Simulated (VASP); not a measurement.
Crystal: PbF2.

```
CELL_PARAMETERS angstrom
0.00000 2.96366 2.96366
2.96366 0.00000 2.96366
2.96366 2.96366 0.00000
ATOMIC_POSITIONS crystal
Pb 0.00000 0.00000 0.00000
F 0.75000 0.75000 0.75000
F 0.25000 0.25000 0.25000
```

- Program: VASP 6.6.1
- Task: relaxation of cell and atoms
- Functional: RPBE
- Dispersion: D3(BJ)
- Potentials or basis: VASP PAW PBE potentials, release 64 (Pb_d, F)
- Cutoff: 600 eV
- k mesh: 8 × 8 × 8
- Occupations: fermi-dirac, width 0.05 eV
- Spin: no spin polarisation

At the start: pressure -3.1 GPa; volume 17.35 Å³/atom.

**Question.** How do energy, volume and symmetry change on relaxing?

**Answer.** Over 3 steps the energy falls by 7.5 meV/atom and the volume is 16.61 Å³/atom (-4.3 %); space group Fm-3m (No. 225, to 0.1 Å) before and after.

The path:
| step | energy change (eV) | largest force (eV/Å) | pressure (GPa) | volume (Å³) |
| --- | --- | --- | --- | --- |
| 1 | 0.0000 | 0.0000 | -3.10 | 52.06 |
| 2 | -0.0223 | 0.0000 | 0.41 | 49.57 |
| 3 | -0.0226 | 0.0000 | 0.00 | 49.82 |

Final structure:
```
Pb F
1.0
     0.00000    2.92060    2.92060
     2.92060    0.00000    2.92060
     2.92060    2.92060    0.00000
Pb F
1 2
Direct
  0.00000 0.00000 0.00000
  0.75000 0.75000 0.75000
  0.25000 0.25000 0.25000
```

Caveat: the PAW data sets were made with another functional, which shifts forces and pressure a little.
